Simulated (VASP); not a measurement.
A run of VASP 6.6.1:

File INCAR:

```
PREC = Accurate ; ENCUT = 520
EDIFF = 1E-6 ; ISMEAR = 0
SIGMA = 0.05 ; LREAL = False
LASPH = True ; NELM = 60
ALGO = Normal ; ISIF = 2
LWAVE = False ; LCHARG = True
LELF = True ; LVHAR = True
NBANDS = 30
```

Contents of KPOINTS:

```
Automatic mesh
0
Gamma
  6 6 6
```

File POSCAR:

```
CsGeBr3
1.0
    5.9759933112      0.0000000000      0.0000000000
    0.0000000000      5.9759933112      0.0000000000
    0.0000000000      0.0000000000      5.9759933112
Cs Ge Br
1 1 3
Direct
    0.0000000000      0.0000000000      0.0000000000
    0.5000000000      0.5000000000      0.5000000000
    0.5000000000      0.5000000000      0.0000000000
    0.5000000000      0.0000000000      0.5000000000
    0.0000000000      0.5000000000      0.5000000000
```

Potentials or basis: VASP PAW LDA potentials, release 64 (Cs_sv, Ge_d, Br).

Launch:

```console
$ cat potpaw_LDA.64/Cs_sv/POTCAR potpaw_LDA.64/Ge_d/POTCAR potpaw_LDA.64/Br/POTCAR > POTCAR
$ mpirun -np 1 vasp_std > vasp.out
```

Hardware: 1 thread of Intel(R) Xeon(R) Platinum 8259CL CPU @ 2.50GHz (Skylake/Cascade Lake) (shared host).

How long does it take, and how much memory?

It took 2.8 min on 1 thread of Intel(R) Xeon(R) Platinum 8259CL CPU @ 2.50GHz (Skylake/Cascade Lake), with other jobs on the host, peak memory 0.33 GiB. Counts: scf iterations 13, k points 20.
